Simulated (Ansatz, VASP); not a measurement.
## One calculation of Ti12Si, two programs

INCAR

```
SYSTEM = Ti12Si
PREC     = Accurate       ! precision mode
ENCUT    = 520            ! plane-wave cutoff, eV
EDIFF    = 1E-6           ! SCF threshold, eV
ISMEAR   = 0              ! smearing method
SIGMA    = 0.1            ! smearing width, eV
LREAL    = .FALSE.        ! projectors in reciprocal space
LASPH    = .TRUE.         ! aspherical terms in the spheres
NELM     = 80             ! most SCF steps
ALGO     = Normal         ! electronic algorithm
ISIF     = 2              ! what is computed and relaxed
LWAVE    = .FALSE.        ! write WAVECAR
LCHARG   = .FALSE.        ! write CHGCAR
LDIPOL   = .TRUE.       
IDIPOL   = 3            
DIPOL    = 0.5 0.5 0.308
GGA      = PE             ! functional
IVDW     = 12             ! dispersion correction
NBANDS   = 86             ! bands
```

File KPOINTS:

```
Automatic mesh
0
G
  6 6 1
  0 0 0
```

File POSCAR:

```
Ti12Si
1.0
    5.7099611434      0.0000000000      0.0000000000
   -2.8549805717      4.9449714048      0.0000000000
    0.0000000000      0.0000000000     21.5932633302
Ti Si
12 1
Direct
    0.3333333333      0.1666666667      0.1852429593
    0.3333333333      0.6666666667      0.1852429593
    0.8333333333      0.1666666667      0.1852429593
    0.8333333333      0.6666666667      0.1852429593
    0.1666666667      0.3333333333      0.2894365806
    0.1666666667      0.8333333333      0.2894365806
    0.6666666667      0.3333333333      0.2894365806
    0.6666666667      0.8333333333      0.2894365806
    0.0000000000      0.0000000000      0.3933293083
    0.0000000000      0.5000000000      0.3933293083
    0.5000000000      0.0000000000      0.3933293083
    0.5000000000      0.5000000000      0.3933293083
    0.1666666667      0.0833333333      0.5368926018
```

Input for Ansatz:

```yaml
crystal:
  lattice:
    - [5.7099611434, 0.0, 0.0]
    - [-2.8549805717, 4.9449714048, 0.0]
    - [0.0, 0.0, 21.5932633302]
  atoms:
    - { symbol: Ti, position: [0.3333333333, 0.1666666667, 0.1852429593] }
    - { symbol: Ti, position: [0.3333333333, 0.6666666667, 0.1852429593] }
    - { symbol: Ti, position: [0.8333333333, 0.1666666667, 0.1852429593] }
    - { symbol: Ti, position: [0.8333333333, 0.6666666667, 0.1852429593] }
    - { symbol: Ti, position: [0.1666666667, 0.3333333333, 0.2894365806] }
    - { symbol: Ti, position: [0.1666666667, 0.8333333333, 0.2894365806] }
    - { symbol: Ti, position: [0.6666666667, 0.3333333333, 0.2894365806] }
    - { symbol: Ti, position: [0.6666666667, 0.8333333333, 0.2894365806] }
    - { symbol: Ti, position: [0.0, 0.0, 0.3933293083] }
    - { symbol: Ti, position: [0.0, 0.5, 0.3933293083] }
    - { symbol: Ti, position: [0.5, 0.0, 0.3933293083] }
    - { symbol: Ti, position: [0.5, 0.5, 0.3933293083] }
    - { symbol: Si, position: [0.1666666667, 0.0833333333, 0.5368926018] }
basis:
  ecutwfc: 420
kpoints:
  mp_grid: { grid: [6, 6, 1] }
hamiltonian:
  xc: pbe
  pseudopotentials: { kind: paw, azcp: { folder: soft_1 } }
  dispersion: d3bj
scf:
  occupations: { method: gaussian, width: 0.1 }
output:
  forces: true
  eigenvalues: true
efield:
  axis: 3
  dipole_correction: true
  ramp_width: 0.04
```

Alike in both runs: task single point; functional PBE; dispersion D3(BJ); k mesh 6 × 6 × 1; occupations gaussian, width 0.1 eV; no spin polarisation.

|  | VASP | Ansatz |
| --- | --- | --- |
| version | VASP 6.6.1 | Ansatz 0.2.0 |
| potentials or method | VASP PAW PBE potentials, release 64 (Ti_sv, Si), cutoff 520 eV | scalar-relativistic, plane waves, PAW |
| valence electrons in the cell | 148 | 148 |

|  | VASP | Ansatz | Ansatz less VASP |
| --- | --- | --- | --- |
| gap on the k mesh at the Fermi level (eV) | none | none | - |
| rms of the force components (eV/Å) | 0.494 | 0.495 | +0.0005 |

Atom by atom the forces differ by 0.007 eV/Å (rms over components). A gap of «none» marks a metal or a gap that the smearing closes.
